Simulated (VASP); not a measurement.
# Zn (Im-3m) in VASP: density of states with LDA

Aim: the density of states of Zn with LDA.

All numbers are computed with VASP 6.6.1; they aren't measurements. Logs are shortened: lines on timing, memory, paths and dates and some standing lists are left out, and cuts for length are marked.

## Step 1: The cell of the first run

It takes space group Im-3m (No. 229, cubic). The conventional cell has a = 3.138 Å, b = 3.138 Å, c = 3.138 Å, α = 90.00°, β = 90.00°, γ = 90.00°. Zn (site symmetry m-3m) has 14 Zn at 2.72 to 3.14 Å within 3.6 Å.

## Step 2: Density of states, LDA

Contents of POSCAR:

```
Zn
1.0
   -1.5690370000      1.5690370000      1.5690370000
    1.5690370000     -1.5690370000      1.5690370000
    1.5690370000      1.5690370000     -1.5690370000
Zn
1
Direct
    0.0000000000      0.0000000000      0.0000000000
```

Contents of INCAR.step1:

```
SYSTEM = Zn
PREC = Accurate
ENCUT = 520
EDIFF = 1E-7
ISMEAR = 0
SIGMA = 0.05
LREAL = .FALSE.
LASPH = .TRUE.
NELM = 80
ALGO = Fast
ISIF = 2
LWAVE = .FALSE.
LCHARG = .TRUE.
GGA = CA
NBANDS = 12
```

Contents of KPOINTS.step1:

```
regular mesh
0
G
  16 16 16
  0 0 0
```

Contents of INCAR.step2:

```
SYSTEM = Zn
PREC = Accurate
ENCUT = 520
EDIFF = 1E-7
ISMEAR = -5
SIGMA = 0.05
LREAL = .FALSE.
LASPH = .TRUE.
NELM = 80
ALGO = Fast
ISIF = 2
LWAVE = .FALSE.
LCHARG = .FALSE.
GGA = CA
LORBIT = 11
NEDOS = 2001
ICHARG = 11
```

Contents of KPOINTS.step2:

```
regular mesh
0
G
  24 24 24
  0 0 0
```

Potentials or basis: VASP PAW LDA potentials, release 64 (Zn).

Launch:

```sh
> cat potpaw_LDA.64/Zn/POTCAR > POTCAR
> cp INCAR.step1 INCAR
> cp KPOINTS.step1 KPOINTS
> mpirun -np 1 vasp_std > vasp.out
> cp INCAR.step2 INCAR
> cp KPOINTS.step2 KPOINTS
> mpirun -np 1 vasp_std > vasp.out
```

OUTCAR:

```text
SYSTEM = Zn
   PREC = Accurate
   ENCUT = 520
   EDIFF = 1E-7
   ISMEAR = -5
   LREAL = .FALSE.
   LASPH = .TRUE.
   NELM = 80
   ISIF = 2
   GGA = CA
   LORBIT = 11
   ICHARG = 11

 ion  position               nearest neighbor table
   1  0.000  0.000  0.000-

  LATTYP: Found a body centered cubic cell.
 ALAT       =     3.1380740000

  Lattice vectors:

 A1 = (  -1.5690370000,   1.5690370000,   1.5690370000)
 A2 = (   1.5690370000,  -1.5690370000,   1.5690370000)
 A3 = (   1.5690370000,   1.5690370000,  -1.5690370000)

Analysis of symmetry for initial positions (statically):
=====================================================================
 Subroutine PRICEL returns:
 Original cell was already a primitive cell.

 Routine SETGRP: Setting up the symmetry group for a
 body centered cubic supercell.

 Subroutine GETGRP returns: Found 48 space group operations
 (whereof 48 operations were pure point group operations)
 out of a pool of 48 trial point group operations.

The static configuration has the point symmetry O_h .

Analysis of symmetry for dynamics (positions and initial velocities):
=====================================================================
 Subroutine PRICEL returns:
 Original cell was already a primitive cell.

 Routine SETGRP: Setting up the symmetry group for a
 body centered cubic supercell.

 Subroutine GETGRP returns: Found 48 space group operations
 (whereof 48 operations were pure point group operations)
 out of a pool of 48 trial point group operations.

The dynamic configuration has the point symmetry O_h .

 Subroutine INISYM returns: Found 48 space group operations
 (whereof 48 operations are pure point group operations),
 and found     1 'primitive' translations

----------------------------------------------------------------------------------------

                                     Primitive cell

  volume of cell :      15.4511

  direct lattice vectors                    reciprocal lattice vectors
    -1.569037000  1.569037000  1.569037000     0.000000000  0.318666800  0.318666800
     1.569037000 -1.569037000  1.569037000     0.318666800  0.000000000  0.318666800
     1.569037000  1.569037000 -1.569037000     0.318666800  0.318666800  0.000000000

  length of vectors
     2.717651803  2.717651803  2.717651803     0.450662911  0.450662911  0.450662911

  position of ions in fractional coordinates (direct lattice)
     0.000000000  0.000000000  0.000000000

  ion indices of the primitive-cell ions
   primitive index   ion index
                 1           1

----------------------------------------------------------------------------------------

 KPOINTS: regular mesh

Automatic generation of k-mesh.
 Grid dimensions read from file:
 generate k-points for:   24   24   24

 Generating k-lattice:

  Cartesian coordinates                     Fractional coordinates (reciprocal lattice)
     0.000000000  0.013277783  0.013277783     0.041666667  0.000000000  0.000000000
     0.013277783  0.000000000  0.013277783     0.000000000  0.041666667  0.000000000
     0.013277783  0.013277783  0.000000000     0.000000000  0.000000000  0.041666667

  Length of vectors
     0.018777621  0.018777621  0.018777621

  Shift w.r.t. Gamma in fractional coordinates (k-lattice)
     0.000000000  0.000000000  0.000000000

 TETIRR: Found  16469 inequivalent tetrahedra from    82944

 Subroutine IBZKPT returns following result:
 ===========================================

 Found    413 irreducible k-points:

 Following reciprocal coordinates:
            Coordinates               Weight
  0.000000  0.000000  0.000000      1.000000
  0.041667  0.000000  0.000000     12.000000
  0.083333  0.000000  0.000000     12.000000
  0.125000  0.000000  0.000000     12.000000
  0.166667  0.000000  0.000000     12.000000
  0.208333  0.000000  0.000000     12.000000
[... 16 lines left out ...]
  0.416667  0.041667  0.000000     48.000000
  0.458333  0.041667  0.000000     48.000000
 [... further k-points ...]
   k-points           NKPTS =    413   k-points in BZ     NKDIM =    413   number of bands    NBANDS=     10
   number of dos      NEDOS =   2001   number of ions     NIONS =      1
   total plane-waves  NPLWV =   8000
   dimension x,y,z NGX =    20 NGY =   20 NGZ =   20
   dimension x,y,z NGXF=    40 NGYF=   40 NGZF=   40
   ions per type =               1
   NGX,Y,Z   is equivalent  to a cutoff of  12.23, 12.23, 12.23 a.u.
   NGXF,Y,Z  is equivalent  to a cutoff of  24.47, 24.47, 24.47 a.u.
 SYSTEM =  Zn
   PREC   = accura    normal or accurate (medium, high low for compatibility)
   ISTART =      0    job   : 0-new  1-cont  2-samecut
   ICHARG =     11    charge: 1-file 2-atom 10-const
   ISPIN  =      1    spin polarized calculation?
   LNONCOLLINEAR =      F non collinear calculations
   LSORBIT =      F    spin-orbit coupling
   LASPH  =      T    aspherical Exc in radial PAW
   ENCUT  =  520.0 eV  38.22 Ry    6.18 a.u.   5.05  5.05  5.05*2*pi/ulx,y,z
   NELM   =     80;   NELMIN=  2; NELMDL=  0     # of ELM steps
   EDIFF  = 0.1E-06   stopping-criterion for ELM
   LREAL  =      F    real-space projection
   EDIFFG = 0.1E-05   stopping-criterion for IOM
   NSW    =      0    number of steps for IOM
   IBRION =     -1    ionic relax: 0-MD 1-quasi-New 2-CG
   NFREE  =      0    steps in history (QN), initial steepest desc. (CG)
   ISIF   =      2    stress and relaxation
   ISYM   =      2    0-nonsym 1-usesym 2-fastsym
   POTIM  = 0.5000    time-step for ionic-motion
   TEBEG  =    0.0;   TEEND  =   0.0 temperature during run
   PSTRESS=    0.0 pullay stress
   NELECT =      12.0000    total number of electrons
   NUPDOWN=      -1.0000    fix difference up-down
   EMIN   =  10.00;   EMAX   =-10.00  energy-range for DOS
   EFERMI =   0.00;   METHOD = LEGACY
   ISMEAR =    -5;   SIGMA  =   0.05  broadening in eV -4-tet -1-fermi 0-gaus
   EFERMI_NEDOS =   21; number of points for ismear=-14 and -15
   IALGO  =     68    algorithm
   IMIX   =      4    mixing-type and parameters
     AMIX     =   0.40;   BMIX     =  1.00
     AMIX_MAG =   1.60;   BMIX_MAG =  1.00
  volume/ion in A,a.u.               =      15.45       104.27
  Fermi-wavevector in a.u.,A,eV,Ry     =   1.504811  2.843681 30.809811  2.264457
  Thomas-Fermi vector in A             =   2.615742
   LORBIT       =     11    0 simple, 1 ext, 2 COOP (PROOUT), +10 PAW based schemes
   GGA     = CA    functional components
   LHFCALC =     F    Hartree Fock is set to
   AEXX    =    0.0000 exact exchange contribution
   IVDW    =     0    specifies the selected vdW correction
   LEPSILON=     F    determine dielectric tensor
   LRPA    =     F    only Hartree local field effects (RPA)
 non-spin polarized calculation
 RMM-DIIS sequential band-by-band and
 Fermi weights with tetrahedron method with Bloechl corrections
  energy-cutoff  :      520.00
  volume of cell :       15.45
 maximum number of plane-waves:       430

 number of electron      12.0000023 magnetization

 Free energy of the ion-electron system (eV)
  ---------------------------------------------------
  ext. energy  EPLUGINS =         0.00000000
  ---------------------------------------------------
  free energy    TOTEN  =        -1.72914710 eV

  energy without entropy =       -1.72914710  energy(sigma->0) =       -1.72914710

 E-fermi :   2.8794     XC(G=0): -11.8152

 val. band max:        2.9093468531   @ k =   0.3333   0.2500   0.0833
 cond. band min:       2.6843136229   @ k =  -0.4167  -0.4167   0.0833
 fundamental gap:     -0.2250332303
 Fermi energy:         2.8793517685

 k-point     1 :       0.0000    0.0000    0.0000
  band No.  band energies     occupation
      1      -7.4861      2.00000
      2      -4.9729      2.00000
      3      -4.9729      2.00000
      4      -4.9729      2.00000
      5      -4.4750      2.00000
      6      -4.4750      2.00000
      7      21.5769      0.00000
      8      21.5769      0.00000
      9      21.5774      0.00000
     10      23.6939      0.00000

 k-point     2 :       0.0417    0.0000    0.0000
  band No.  band energies     occupation
      1      -7.4313      2.00000
      2      -4.9780      2.00000
      3      -4.9716      2.00000
      4      -4.9599      2.00000
      5      -4.4800      2.00000
      6      -4.4747      2.00000
      7      20.8037      0.00000
      8      21.1388      0.00000
      9      21.3609      0.00000
     10      22.8884      0.00000

 k-point     3 :       0.0833    0.0000    0.0000
  band No.  band energies     occupation
      1      -7.2680      2.00000
      2      -4.9930      2.00000
      3      -4.9675      2.00000
      4      -4.9216      2.00000
      5      -4.4936      2.00000
      6      -4.4738      2.00000
      7      18.9677      0.00000
      8      20.2241      0.00000
      9      20.7456      0.00000
     10      22.2453      0.00000

 k-point     4 :       0.1250    0.0000    0.0000
  band No.  band energies     occupation
      1      -7.0010      2.00000
      2      -5.0169      2.00000
      3      -4.9587      2.00000
      4      -4.8600      2.00000
      5      -4.5119      2.00000
      6      -4.4722      2.00000
      7      16.8930      0.00000
      8      19.2108      0.00000
      9      19.9296      0.00000
     10      21.5078      0.00000
[... 222 lines left out ...]
 k-point    22 :       0.3750    0.0417    0.0000
  band No.  band energies     occupation
      1      -5.5614      2.00000
      2      -5.2366      2.00000
      3      -4.5186      2.00000
      4      -4.4551      2.00000
      5      -4.2523      2.00000
      6      -2.0123      2.00000
      7       4.8046     -0.00345
      8      14.0105      0.00000
      9      15.4573      0.00000
     10      18.9267      0.00000

 k-point    23 :       0.4167    0.0417    0.0000
  band No.  band energies     occupation
      1      -5.5778      2.00000
      2      -5.2556      2.00000
      3      -4.5087      2.00000
      4      -4.4527      2.00000
      5      -4.1909      2.00000
      6      -0.9575      2.00000
      7       3.3199      0.16323
      8      13.7362      0.00000
      9      15.2258      0.00000
     10      18.7652      0.00000

 k-point    24 :       0.4583    0.0417    0.0000
  band No.  band energies     occupation
      1      -5.5883      2.00000
      2      -5.2655      2.00000
      3      -4.5030      2.00000
      4      -4.4519      2.00000
      5      -4.1590      2.00000
      6       0.0614      2.00000
      7       2.0877      2.05927
      8      13.5973      0.00000
      9      15.1095      0.00000
     10      18.6844      0.00000

 [... further k-points ...]
[... 5 lines left out ...]
  --------------------------------------------------------------------------------------
  -------------------------------------------------------------------------------------
  Total       -1.0041377     -1.0041377     -1.0041377      0.0000000      0.0000000     -0.0000000
  in kB     -104.1224287   -104.1224287   -104.1224287      0.0000000      0.0000000     -0.0000000
  external PRESSURE =    -104.1224287 kB  Pullay stress =       0.0000000 kB

 VOLUME and BASIS-vectors are now :
 -----------------------------------------------------------------------------
  energy-cutoff  :      520.00
  volume of cell :       15.45
      direct lattice vectors                 reciprocal lattice vectors
    -1.569037000  1.569037000  1.569037000     0.000000000  0.318666800  0.318666800
     1.569037000 -1.569037000  1.569037000     0.318666800  0.000000000  0.318666800
     1.569037000  1.569037000 -1.569037000     0.318666800  0.318666800  0.000000000

 POSITION                                       TOTAL-FORCE (eV/Angst)
 -----------------------------------------------------------------------------------
      0.00000      0.00000      0.00000        -0.000000      0.000000      0.000000
 -----------------------------------------------------------------------------------
    total drift:                                0.000000      0.000000     -0.000000

  FREE ENERGIE OF THE ION-ELECTRON SYSTEM (eV)
  ---------------------------------------------------
  free  energy   TOTEN  =        -1.7291470979 eV

  energy  without entropy=       -1.7291470979  energy(sigma->0) =       -1.72914710

 total charge

# of ion       s       p       d       tot
------------------------------------------
    1        0.614   0.407   9.729  10.750
```

Wall time 2.1 min (1 thread of AMD EPYC 7R13, shared host); peak memory 0.17 GiB.

Results:

* Valence electrons inside the program's atomic spheres: Zn 10.75

Caveat: tetrahedron occupations give inexact forces and stress in metals.
